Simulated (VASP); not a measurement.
# ZnCu (Pm-3m) in VASP: further runs

The runs below take ZnCu through single point, with PBEsol.

All numbers are computed with VASP 6.6.1; they aren't measurements. Logs are shortened: lines on timing, memory, paths and dates and some standing lists are left out, and cuts for length are marked.

## 1. The cell of the first run

Symmetry: Pm-3m, No. 221, cubic system. Conventional cell: a = 2.787 Å, b = 2.787 Å, c = 2.787 Å, α = 90.00°, β = 90.00°, γ = 90.00°. Zn (site symmetry m-3m) has 8 Cu at 2.41 Å and 6 Zn at 2.79 Å within 3.2 Å. Cu (site symmetry m-3m) has 8 Zn at 2.41 Å and 6 Cu at 2.79 Å within 3.2 Å.

## 2. Single point, PBEsol (10.82 Å³/atom)

Contents of INCAR:

```
PREC = Accurate
ENCUT = 520
EDIFF = 1E-6
ISMEAR = 0
SIGMA = 0.1
LREAL = False
LASPH = True
NELM = 100
ALGO = Normal
ISIF = 2
LWAVE = False
LCHARG = False
GGA = PS
NBANDS = 18
```

Contents of KPOINTS:

```
regular mesh
0
Gamma
  14 14 14
```

Contents of POSCAR:

```
ZnCu
1.0
    2.7865745049      0.0000000000      0.0000000000
    0.0000000000      2.7865745049      0.0000000000
    0.0000000000      0.0000000000      2.7865745049
Zn Cu
1 1
Direct
    0.5000000000      0.5000000000      0.5000000000
    0.0000000000      0.0000000000      0.0000000000
```

Potentials or basis: VASP PAW PBE potentials, release 64 (Zn, Cu).

Run with:

```sh
$ cat potpaw_PBE.64/Zn/POTCAR potpaw_PBE.64/Cu/POTCAR > POTCAR
$ mpirun -np 1 vasp_std > vasp.out
```

OUTCAR:

```text
PREC = Accurate
   ENCUT = 520
   EDIFF = 1E-6
   ISMEAR = 0
   LREAL = False
   LASPH = True
   NELM = 100
   ISIF = 2
   GGA = PS

 ion  position               nearest neighbor table
   1  0.500  0.500  0.500-   2 2.41   2 2.41   2 2.41   2 2.41   2 2.41   2 2.41   2 2.41   2 2.41

   2  0.000  0.000  0.000-   1 2.41   1 2.41   1 2.41   1 2.41   1 2.41   1 2.41   1 2.41   1 2.41

  LATTYP: Found a simple cubic cell.
 ALAT       =     2.7865745049

  Lattice vectors:

 A1 = (   2.7865745049,   0.0000000000,   0.0000000000)
 A2 = (   0.0000000000,   2.7865745049,   0.0000000000)
 A3 = (   0.0000000000,   0.0000000000,   2.7865745049)

Analysis of symmetry for initial positions (statically):
=====================================================================
 Subroutine PRICEL returns:
 Original cell was already a primitive cell.

 Routine SETGRP: Setting up the symmetry group for a
 simple cubic supercell.

 Subroutine GETGRP returns: Found 48 space group operations
 (whereof 48 operations were pure point group operations)
 out of a pool of 48 trial point group operations.

The static configuration has the point symmetry O_h .

Analysis of symmetry for dynamics (positions and initial velocities):
=====================================================================
 Subroutine PRICEL returns:
 Original cell was already a primitive cell.

 Routine SETGRP: Setting up the symmetry group for a
 simple cubic supercell.

 Subroutine GETGRP returns: Found 48 space group operations
 (whereof 48 operations were pure point group operations)
 out of a pool of 48 trial point group operations.

The dynamic configuration has the point symmetry O_h .

 Subroutine INISYM returns: Found 48 space group operations
 (whereof 48 operations are pure point group operations),
 and found     1 'primitive' translations

----------------------------------------------------------------------------------------

                                     Primitive cell

  volume of cell :      21.6377

  direct lattice vectors                    reciprocal lattice vectors
     2.786574505  0.000000000  0.000000000     0.358863543  0.000000000  0.000000000
     0.000000000  2.786574505  0.000000000     0.000000000  0.358863543  0.000000000
     0.000000000  0.000000000  2.786574505     0.000000000  0.000000000  0.358863543

  length of vectors
     2.786574505  2.786574505  2.786574505     0.358863543  0.358863543  0.358863543

  position of ions in fractional coordinates (direct lattice)
     0.500000000  0.500000000  0.500000000
     0.000000000  0.000000000  0.000000000

  ion indices of the primitive-cell ions
   primitive index   ion index
                 1           1
                 2           2

----------------------------------------------------------------------------------------

 KPOINTS: regular mesh

Automatic generation of k-mesh.
 Grid dimensions read from file:
 generate k-points for:   14   14   14

 Generating k-lattice:

  Cartesian coordinates                     Fractional coordinates (reciprocal lattice)
     0.025633110  0.000000000  0.000000000     0.071428571  0.000000000  0.000000000
     0.000000000  0.025633110  0.000000000     0.000000000  0.071428571  0.000000000
     0.000000000  0.000000000  0.025633110     0.000000000  0.000000000  0.071428571

  Length of vectors
     0.025633110  0.025633110  0.025633110

  Shift w.r.t. Gamma in fractional coordinates (k-lattice)
     0.000000000  0.000000000  0.000000000

 Subroutine IBZKPT returns following result:
 ===========================================

 Found    120 irreducible k-points:

 Following reciprocal coordinates:
            Coordinates               Weight
  0.000000  0.000000  0.000000      1.000000
  0.071429  0.000000  0.000000      6.000000
  0.142857  0.000000  0.000000      6.000000
  0.214286  0.000000  0.000000      6.000000
  0.285714  0.000000  0.000000      6.000000
  0.357143  0.000000  0.000000      6.000000
[... 16 lines left out ...]
  0.285714  0.214286  0.000000     24.000000
  0.357143  0.214286  0.000000     24.000000
 [... further k-points ...]
   k-points           NKPTS =    120   k-points in BZ     NKDIM =    120   number of bands    NBANDS=     18
   number of dos      NEDOS =    301   number of ions     NIONS =      2
   total plane-waves  NPLWV =  13824
   dimension x,y,z NGX =    24 NGY =   24 NGZ =   24
   dimension x,y,z NGXF=    48 NGYF=   48 NGZF=   48
   ions per type =               1   1
   NGX,Y,Z   is equivalent  to a cutoff of  14.32, 14.32, 14.32 a.u.
   NGXF,Y,Z  is equivalent  to a cutoff of  28.64, 28.64, 28.64 a.u.
 SYSTEM =  unknown system
   PREC   = accura    normal or accurate (medium, high low for compatibility)
   ISTART =      0    job   : 0-new  1-cont  2-samecut
   ICHARG =      2    charge: 1-file 2-atom 10-const
   ISPIN  =      1    spin polarized calculation?
   LNONCOLLINEAR =      F non collinear calculations
   LSORBIT =      F    spin-orbit coupling
   LASPH  =      T    aspherical Exc in radial PAW
   ENCUT  =  520.0 eV  38.22 Ry    6.18 a.u.   5.18  5.18  5.18*2*pi/ulx,y,z
   NELM   =    100;   NELMIN=  2; NELMDL= -5     # of ELM steps
   EDIFF  = 0.1E-05   stopping-criterion for ELM
   LREAL  =      F    real-space projection
[... 7 lines left out ...]
   TEBEG  =    0.0;   TEEND  =   0.0 temperature during run
   PSTRESS=    0.0 pullay stress
   NELECT =      23.0000    total number of electrons
   NUPDOWN=      -1.0000    fix difference up-down
   EMIN   =  10.00;   EMAX   =-10.00  energy-range for DOS
   EFERMI =   0.00;   METHOD = LEGACY
   ISMEAR =     0;   SIGMA  =   0.10  broadening in eV -4-tet -1-fermi 0-gaus
   EFERMI_NEDOS =   21; number of points for ismear=-14 and -15
   IALGO  =     38    algorithm
   IMIX   =      4    mixing-type and parameters
     AMIX     =   0.40;   BMIX     =  1.00
     AMIX_MAG =   1.60;   BMIX_MAG =  1.00
  volume/ion in A,a.u.               =      10.82        73.01
  Fermi-wavevector in a.u.,A,eV,Ry     =   1.670758  3.157274 37.979725  2.791431
  Thomas-Fermi vector in A             =   2.756199
   LORBIT       =      0    0 simple, 1 ext, 2 COOP (PROOUT), +10 PAW based schemes
   GGA     = PS    functional components
   LHFCALC =     F    Hartree Fock is set to
   AEXX    =    0.0000 exact exchange contribution
   IVDW    =     0    specifies the selected vdW correction
   LEPSILON=     F    determine dielectric tensor
   LRPA    =     F    only Hartree local field effects (RPA)
 non-spin polarized calculation
 Gauss-broadening in eV      SIGMA  =   0.10
  energy-cutoff  :      520.00
  volume of cell :       21.64
 maximum number of plane-waves:       624
 NGX is ok and might be reduce to    24
   NGX = 11   NGY = 11   NGZ = 11

 number of electron      23.0000031 magnetization

 Free energy of the ion-electron system (eV)
  ---------------------------------------------------
  ext. energy  EPLUGINS =         0.00000000
  ---------------------------------------------------
  free energy    TOTEN  =        -5.88628752 eV

  energy without entropy =       -5.88466119  energy(sigma->0) =       -5.88547436

 E-fermi :   7.1368     XC(G=0): -13.5319

 val. band max:        7.0348899521   @ k =   0.3571   0.2143   0.1429
 cond. band min:       7.1509636518   @ k =   0.4286   0.3571   0.2143
 fundamental gap:      0.1160736996
 Fermi energy:         7.1368479510

 k-point     1 :       0.0000    0.0000    0.0000
  band No.  band energies     occupation
      1      -4.6552      2.00000
      2      -1.4155      2.00000
      3      -1.4155      2.00000
      4      -0.3862      2.00000
      5      -0.3862      2.00000
      6      -0.3862      2.00000
[... 10 lines left out ...]
     17      22.2145      0.00000
     18      32.1951      0.00000

 k-point     2 :       0.0714    0.0000    0.0000
  band No.  band energies     occupation
      1      -4.5510      2.00000
      2      -1.3976      2.00000
      3      -1.3885      2.00000
      4      -0.3965      2.00000
      5      -0.3965      2.00000
      6      -0.3794      2.00000
[... 10 lines left out ...]
     17      22.6933      0.00000
     18      31.1388      0.00000

 k-point     3 :       0.1429    0.0000    0.0000
  band No.  band energies     occupation
      1      -4.2421      2.00000
      2      -1.3467      2.00000
      3      -1.3108      2.00000
      4      -0.4252      2.00000
      5      -0.4252      2.00000
      6      -0.3601      2.00000
[... 10 lines left out ...]
     17      24.4521      0.00000
     18      29.3364      0.00000

 k-point     4 :       0.2143    0.0000    0.0000
  band No.  band energies     occupation
      1      -3.7411      2.00000
      2      -1.2712      2.00000
      3      -1.1909      2.00000
      4      -0.4666      2.00000
      5      -0.4666      2.00000
      6      -0.3320      2.00000
[... 10 lines left out ...]
     17      27.1374      0.00000
     18      27.5924      0.00000

 k-point     5 :       0.2857    0.0000    0.0000
  band No.  band energies     occupation
      1      -3.0789      2.00000
      2      -1.1845      2.00000
      3      -1.0337      2.00000
      4      -0.5123      2.00000
      5      -0.5123      2.00000
      6      -0.3003      2.00000
[... 10 lines left out ...]
     17      26.0305      0.00000
     18      26.1119      0.00000

 k-point     6 :       0.3571    0.0000    0.0000
  band No.  band energies     occupation
      1      -2.3389      2.00000
      2      -1.1034      2.00000
      3      -0.8132      2.00000
      4      -0.5533      2.00000
      5      -0.5533      2.00000
      6      -0.2713      2.00000
[... 307 lines left out ...]
 k-point    21 :       0.5000    0.1429    0.0000
  band No.  band energies     occupation
      1      -1.3934      2.00000
      2      -1.0198      2.00000
      3      -0.9355      2.00000
      4      -0.6294      2.00000
      5      -0.3602      2.00000
      6       0.6791      2.00000
[... 10 lines left out ...]
     17      22.6987      0.00000
     18      23.6194      0.00000

 k-point    22 :       0.2143    0.2143    0.0000
  band No.  band energies     occupation
      1      -2.9105      2.00000
      2      -1.1656      2.00000
      3      -0.9788      2.00000
      4      -0.5376      2.00000
      5      -0.5217      2.00000
      6      -0.3949      2.00000
[... 10 lines left out ...]
     17      26.3521      0.00000
     18      27.7227      0.00000

 k-point    23 :       0.2857    0.2143    0.0000
  band No.  band energies     occupation
      1      -2.3593      2.00000
      2      -1.1332      2.00000
      3      -0.8446      2.00000
      4      -0.5836      2.00000
      5      -0.4470      2.00000
      6      -0.4261      2.00000
[... 10 lines left out ...]
     17      26.6693      0.00000
     18      26.7495      0.00000

 k-point    24 :       0.3571    0.2143    0.0000
  band No.  band energies     occupation
      1      -1.8356      2.00000
      2      -1.1317      2.00000
      3      -0.7755      2.00000
      4      -0.6272      2.00000
      5      -0.4523      2.00000
      6      -0.1005      2.00000
[... 10 lines left out ...]
     17      24.8825      0.00000
     18      25.4878      0.00000

 [... further k-points ...]

------------------------ aborting loop because EDIFF is reached ----------------------------------------

  FORCE on cell =-STRESS in cart. coord.  units (eV):
  Direction    XX          YY          ZZ          XY          YZ          ZX
  --------------------------------------------------------------------------------------
  -------------------------------------------------------------------------------------
  Total        3.3856546      3.3856546      3.3856546      0.0000000     -0.0000000      0.0000000
  in kB      250.6924523    250.6924523    250.6924523      0.0000000     -0.0000000      0.0000000
  external PRESSURE =     250.6924523 kB  Pullay stress =       0.0000000 kB

 VOLUME and BASIS-vectors are now :
 -----------------------------------------------------------------------------
  energy-cutoff  :      520.00
  volume of cell :       21.64
      direct lattice vectors                 reciprocal lattice vectors
     2.786574505  0.000000000  0.000000000     0.358863543  0.000000000  0.000000000
     0.000000000  2.786574505  0.000000000     0.000000000  0.358863543  0.000000000
     0.000000000  0.000000000  2.786574505     0.000000000  0.000000000  0.358863543

 POSITION                                       TOTAL-FORCE (eV/Angst)
 -----------------------------------------------------------------------------------
      1.39329      1.39329      1.39329         0.000000      0.000000      0.000000
      0.00000      0.00000      0.00000         0.000000      0.000000      0.000000
 -----------------------------------------------------------------------------------
    total drift:                                0.000000      0.000000     -0.000000

  FREE ENERGIE OF THE ION-ELECTRON SYSTEM (eV)
  ---------------------------------------------------
  free  energy   TOTEN  =        -5.8862875229 eV

  energy  without entropy=       -5.8846611931  energy(sigma->0) =       -5.88547436
```

It took 21 s on 1 thread of Intel Xeon Platinum 8488C (Sapphire Rapids), shared host; peak memory 0.17 GiB.

Results:

* Free energy: -5.8863 eV
* Pressure: 25.1 GPa
* Band gap on the k mesh: zero (an odd number of electrons rules out a gap without spin polarisation)

Levels at points of the mesh, in eV from the Fermi level:
```
           k point  band 10  band 11  band 12  band 13  band 14  band 15
(0.00, 0.00, 0.00)    -3.08    -3.08     6.77     6.77     6.77    12.34
(0.50, 0.00, 0.00)    -3.84    -3.21    -2.19    13.18    13.18    13.74
(0.50, 0.50, 0.00)    -2.81    -2.51    -2.51     2.50     2.76    15.74
(0.50, 0.50, 0.50)    -2.78     4.71     4.71     4.71     5.03     5.03
```

Caveat: the cell stands under pressure; the PAW data sets were made with another functional, which shifts forces and pressure a little.

## 3. Single point, PBEsol (11.19 Å³/atom)

This run uses another cell than the first one, of 11.19 Å³/atom.

Changes to INCAR since step 2:

```diff
@@ -7,4 +7,4 @@
 LASPH = True
-NELM = 100
-ALGO = Normal
+NELM = 80
+ALGO = Fast
 ISIF = 2
```

Contents of KPOINTS:

```
Automatic mesh
0
Gamma
  14 14 14
```

Contents of POSCAR:

```
ZnCu
1.0
    2.8178869517      0.0000000000      0.0000000000
    0.0000000000      2.8178869517      0.0000000000
    0.0000000000      0.0000000000      2.8178869517
Zn Cu
1 1
Direct
    0.5000000000      0.5000000000      0.5000000000
    0.0000000000      0.0000000000      0.0000000000
```

Potentials or basis: VASP PAW PBE potentials, release 64 (Zn, Cu).

Run with:

```sh
$ cat potpaw_PBE.64/Zn/POTCAR potpaw_PBE.64/Cu/POTCAR > POTCAR
$ mpirun -np 1 vasp_std > vasp.out
```

It took 52 s on 1 thread of Intel Xeon Platinum 8488C (Sapphire Rapids), shared host; peak memory 0.17 GiB.

Results (log left out):

* Free energy: -5.9838 eV
* Pressure: 17.5 GPa
* Band gap on the k mesh: zero (an odd number of electrons rules out a gap without spin polarisation)

Levels at points of the mesh, in eV from the Fermi level:
| k point | band 10 | band 11 | band 12 | band 13 | band 14 | band 15 |
| --- | --- | --- | --- | --- | --- | --- |
| (0.00, 0.00, 0.00) | -3.00 | -3.00 | 6.65 | 6.65 | 6.65 | 12.11 |
| (0.50, 0.00, 0.00) | -3.71 | -3.12 | -2.15 | 12.86 | 12.86 | 13.44 |
| (0.50, 0.50, 0.00) | -2.74 | -2.38 | -2.38 | 2.34 | 2.62 | 15.35 |
| (0.50, 0.50, 0.50) | -2.71 | 4.63 | 4.63 | 4.63 | 4.79 | 4.92 |

Caveat: the cell stands under pressure; the PAW data sets were made with another functional, which shifts forces and pressure a little.

## 4. Single point, PBEsol (11.56 Å³/atom)

This run uses another cell than the first one, of 11.56 Å³/atom.

Contents of INCAR:

```
PREC = Accurate
ENCUT = 520
EDIFF = 1E-6
ISMEAR = 0
SIGMA = 0.1
LREAL = F
LASPH = T
NELM = 60
ALGO = Normal
ISIF = 2
LWAVE = F
LCHARG = F
GGA = PS
NBANDS = 18
```

Contents of KPOINTS:

```
regular mesh
0
Gamma
  14 14 14
```

Contents of POSCAR:

```
ZnCu
1.0
    2.8485185575      0.0000000000      0.0000000000
    0.0000000000      2.8485185575      0.0000000000
    0.0000000000      0.0000000000      2.8485185575
Zn Cu
1 1
Direct
    0.5000000000      0.5000000000      0.5000000000
    0.0000000000      0.0000000000      0.0000000000
```

Run with:

```sh
$ cat potpaw_PBE.64/Zn/POTCAR potpaw_PBE.64/Cu/POTCAR > POTCAR
$ mpirun -np 1 vasp_std > vasp.out
```

Wall time 24 s (1 thread of Intel Xeon Platinum 8488C (Sapphire Rapids), shared host); peak memory 0.17 GiB.

Results (log left out):

- Free energy: -6.0484 eV
- Pressure: 10.7 GPa
- Band gap on the k mesh: zero (an odd number of electrons rules out a gap without spin polarisation)

Levels at points of the mesh, in eV from the Fermi level:
```tsv
k point	band 9	band 10	band 11	band 12	band 13	band 14	band 15	band 16
(0.00, 0.00, 0.00)	-2.93	-2.93	-2.93	6.54	6.54	6.54	11.89	11.89
(0.50, 0.00, 0.00)	-3.60	-3.60	-3.04	-2.11	12.56	12.56	13.15	13.15
(0.50, 0.50, 0.00)	-3.08	-2.67	-2.26	-2.26	2.19	2.48	14.98	16.31
(0.50, 0.50, 0.50)	-2.65	-2.65	4.55	4.55	4.55	4.55	4.81	4.81
```

Caveat: the cell stands under pressure; the PAW data sets were made with another functional, which shifts forces and pressure a little.

## 5. Single point, PBEsol (11.93 Å³/atom)

This run uses another cell than the first one, of 11.93 Å³/atom.

Contents of INCAR:

```
SYSTEM = ZnCu
ALGO = Fast
EDIFF = 1E-7
ENCUT = 520
GGA = PS
ISIF = 2
ISMEAR = 0
LASPH = .True.
LCHARG = .True.
LELF = .True.
LREAL = .False.
LVHAR = .True.
LWAVE = .False.
NBANDS = 18
NELM = 80
PREC = Accurate
SIGMA = 0.1
```

Contents of KPOINTS:

```
k-points
0
Gamma
  14 14 14
  0 0 0
```

Contents of POSCAR:

```
ZnCu
1.0
    2.8785051670      0.0000000000      0.0000000000
    0.0000000000      2.8785051670      0.0000000000
    0.0000000000      0.0000000000      2.8785051670
Zn Cu
1 1
Direct
    0.5000000000      0.5000000000      0.5000000000
    0.0000000000      0.0000000000      0.0000000000
```

Run with:

```sh
$ cat potpaw_PBE.64/Zn/POTCAR potpaw_PBE.64/Cu/POTCAR > POTCAR
$ mpirun -np 1 vasp_std > vasp.out
```

Wall time 56 s (1 thread of Intel Xeon Platinum 8488C (Sapphire Rapids), shared host); peak memory 0.18 GiB.

The run converged. Its results:

* Free energy: -6.0854 eV
* Pressure: 5.4 GPa
* Band gap on the k mesh: zero (an odd number of electrons rules out a gap without spin polarisation)

Levels at points of the mesh, in eV from the Fermi level:
| k point | band 10 | band 11 | band 12 | band 13 | band 14 | band 15 |
| --- | --- | --- | --- | --- | --- | --- |
| (0.00, 0.00, 0.00) | -2.87 | -2.87 | 6.43 | 6.43 | 6.43 | 11.69 |
| (0.50, 0.00, 0.00) | -3.50 | -2.96 | -2.08 | 12.28 | 12.28 | 12.88 |
| (0.50, 0.50, 0.00) | -2.61 | -2.15 | -2.15 | 2.04 | 2.35 | 14.63 |
| (0.50, 0.50, 0.50) | -2.59 | 4.31 | 4.47 | 4.47 | 4.47 | 4.71 |

Caveat: the cell stands under pressure; the PAW data sets were made with another functional, which shifts forces and pressure a little.

[end of part 1 of 2]
